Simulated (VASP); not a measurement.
Input of a VASP 6.6.1 run:

Contents of INCAR:

```
SYSTEM = PtS2
PREC = Accurate
ENCUT = 600
EDIFF = 1E-6
ISMEAR = 0
SIGMA = 0.01
LREAL = .FALSE.
LASPH = .TRUE.
NELM = 100
ALGO = Normal
ISIF = 3
LWAVE = .FALSE.
LCHARG = .FALSE.
GGA = PE
IVDW = 12
IBRION = 2
NSW = 80
EDIFFG = -0.001
```

Contents of KPOINTS:

```
Automatic mesh
0
G
  10 10 10
  0 0 0
```

Contents of POSCAR:

```
PtS2
1.0
    1.7717696714      1.0229316967      5.3362047162
   -1.7717696714      1.0229316967      5.3362047162
    0.0000000000     -2.0458633934      5.3362047162
Pt S
1 2
Direct
    0.0000000000      0.0000000000      0.0000000000
    0.7438478407      0.7438478407      0.7438478407
    0.2561521593      0.2561521593      0.2561521593
```

Potentials or basis: VASP PAW PBE potentials, release 64 (Pt, S).

Command:

```sh
$ cat potpaw_PBE.64/Pt/POTCAR potpaw_PBE.64/S/POTCAR > POTCAR
$ mpirun -np 1 vasp_std > vasp.out
```

Question: What does it give for the relaxed cell?

Answer: a = 5.712 Å, b = 5.712 Å, c = 5.712 Å, α = 36.10°, β = 36.10°, γ = 36.10°.

Question: Predict the space group after relaxing (to 0.1 Å).

Answer: R-3m (No. 166).

The path:
| step | energy change (eV) | largest force (eV/Å) | pressure (GPa) | volume (Å³) |
| --- | --- | --- | --- | --- |
| 1 | 0.0000 | 0.0389 | -0.39 | 58.03 |
| 2 | 0.0004 | 0.0756 | 0.70 | 57.63 |
| 3 | -0.0002 | 0.0028 | 0.01 | 57.88 |
| 4 | -0.0002 | 0.0014 | 0.00 | 57.88 |
| 5 | -0.0002 | 0.0006 | 0.00 | 57.89 |
| 6 | -0.0002 | 0.0003 | 0.00 | 57.89 |
| 7 | -0.0002 | 0.0031 | -0.01 | 57.89 |
| 8 | -0.0002 | 0.0018 | -0.02 | 57.89 |
| 9 | -0.0002 | 0.0007 | -0.02 | 57.89 |
| 10 | -0.0002 | 0.0003 | 0.00 | 57.89 |
